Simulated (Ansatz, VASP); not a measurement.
## One calculation of BIr, two programs

The input INCAR:

```
SYSTEM = BIr
  PREC = Accurate
  ENCUT = 520
  EDIFF = 1E-7
  ISMEAR = 0
  SIGMA = 0.15
  LREAL = .FALSE.
  LASPH = .TRUE.
  NELM = 80
  ALGO = Normal
  ISIF = 2
  LWAVE = .FALSE.
  LCHARG = .FALSE.
  GGA = CA
  NBANDS = 13
```

File KPOINTS:

```
Automatic mesh
0
G
  18 18 18
  0 0 0
```

POSCAR

```
BIr
1.0
    3.0421080792      0.0000000000      0.0000000000
   -1.5210540396      2.6345428776      0.0000000000
    0.0000000000      0.0000000000      2.9056952332
B Ir
1 1
Direct
    0.3333333333      0.6666666667      0.5000000000
    0.0000000000      0.0000000000      0.0000000000
```

Input for Ansatz:

```yaml
crystal:
  lattice:
    - [3.0421080792, 0.0, 0.0]
    - [-1.5210540396, 2.6345428776, 0.0]
    - [0.0, 0.0, 2.9056952332]
  atoms:
    - { symbol: B, position: [0.3333333333, 0.6666666667, 0.5] }
    - { symbol: Ir, position: [0.0, 0.0, 0.0] }
basis:
  ecutwfc: 420
kpoints:
  mp_grid: { grid: [18, 18, 18] }
hamiltonian:
  xc: lda
scf:
  occupations: { method: gaussian, width: 0.15 }
output:
  forces: true
  stress: true
  eigenvalues: true
```

Change from the starting cell: strain +0.0750 x Voigt [0, 0, 1, 0, 0, 0], atoms carried along.

Alike in both runs: task single point; functional LDA; k mesh 18 × 18 × 18; occupations gaussian, width 0.15 eV; no spin polarisation.

|  | VASP | Ansatz |
| --- | --- | --- |
| version | VASP 6.6.1 | Ansatz 0.2.0 |
| potentials or method | VASP PAW LDA potentials, release 64 (B, Ir), cutoff 520 eV | scalar-relativistic, plane waves, PAW |
| valence electrons in the cell | 12 | 20 |

|  | VASP | Ansatz | Ansatz less VASP |
| --- | --- | --- | --- |
| gap on the k mesh at the Fermi level (eV) | none | none | - |
| pressure (GPa) | -30.1 | -31.5 | -1.45 |
| traceless stress, the component that is largest in VASP (GPa) | -18.11 | -18.45 | -0.340 |

LDA's correlation is that of Perdew and Zunger in VASP and of Perdew and Wang (1992) in Ansatz. A gap of «none» marks a metal or a gap that the smearing closes. Both programs put the cell under strong tension, so it lies far from rest at this level. VASP's potentials hold 12 valence electrons a cell and Ansatz's 20, so a difference there can come from the potentials and not from the codes.

Spin-orbit coupling is off throughout. Noted on VASP's run: the cell as given lies far from equilibrium.
